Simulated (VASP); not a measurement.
Crystal: Be2CdS.

```xyz
4
Lattice="3.7717 0.0000 0.0000 0.0000 3.7717 0.0000 0.0000 0.0000 5.3906" Properties=species:S:1:pos:R:3 pbc="T T T"
Be    1.8859    0.0000    3.9122
Be    0.0000    1.8859    1.4785
Cd    0.0000    0.0000    0.0000
S     1.8859    1.8859    2.6953
```

The cell was built from a structure type or drawn by symmetry, and may not be a known phase.

| Property | Result |
| --- | --- |
| Program | VASP 6.6.1 |
| Task | relaxation of cell and atoms |
| Functional | PBE |
| Potentials or basis | VASP PAW PBE potentials, release 64 (Be, Cd, S) |
| Cutoff | 600 eV |
| k mesh | 4 × 4 × 4 |
| Occupations | gaussian, width 0.1 eV |
| Spin | no spin polarisation |

At the start: pressure -3.9 GPa; volume 19.17 Å³/atom.

Question: Where does the relaxation end?

Answer: Over 13 steps the energy falls by 309.3 meV/atom and the volume is 17.30 Å³/atom (-9.8 %); space group P-4m2 (No. 115, to 0.1 Å) before and after.

The path:
| step | energy change (eV) | largest force (eV/Å) | pressure (GPa) | volume (Å³) |
| --- | --- | --- | --- | --- |
| 1 | 0.0000 | 1.6024 | -3.86 | 76.69 |
| 2 | -0.4123 | 1.1767 | -1.10 | 71.63 |
| 3 | -0.6257 | 0.4425 | 3.63 | 66.66 |
| 4 | -0.6339 | 0.1620 | 5.60 | 65.15 |
| 5 | -0.8668 | 0.5187 | 3.32 | 67.72 |
| 6 | -0.9266 | 1.2318 | 2.41 | 69.88 |
| 7 | -1.1209 | 0.5629 | -2.62 | 74.55 |
| 8 | -1.1245 | 0.4523 | -3.21 | 75.16 |
| 9 | -1.2217 | 0.0179 | -1.95 | 71.54 |
| 10 | -1.2239 | 0.0998 | -1.70 | 70.98 |
| 11 | -1.2326 | 0.1691 | 1.06 | 68.28 |
| 12 | -1.2365 | 0.0718 | 0.02 | 69.23 |
| 13 | -1.2371 | 0.0234 | 0.01 | 69.19 |

Final structure:
```
Be Cd S
1.0
     3.21064    0.00000    0.00000
     0.00000    3.21064    0.00000
     0.00000    0.00000    6.71256
Be Cd S
2 1 1
Direct
  0.50000 0.00000 0.68772
  0.00000 0.50000 0.31228
  0.00000 0.00000 0.00000
  0.50000 0.50000 0.50000
```

Caveat: the k points lie up to 0.49 Å⁻¹ apart in the final cell, too coarse for converged energies and pressures of a metal; a cell axis changed by over 15 % at a fixed basis, so the end point is rough.
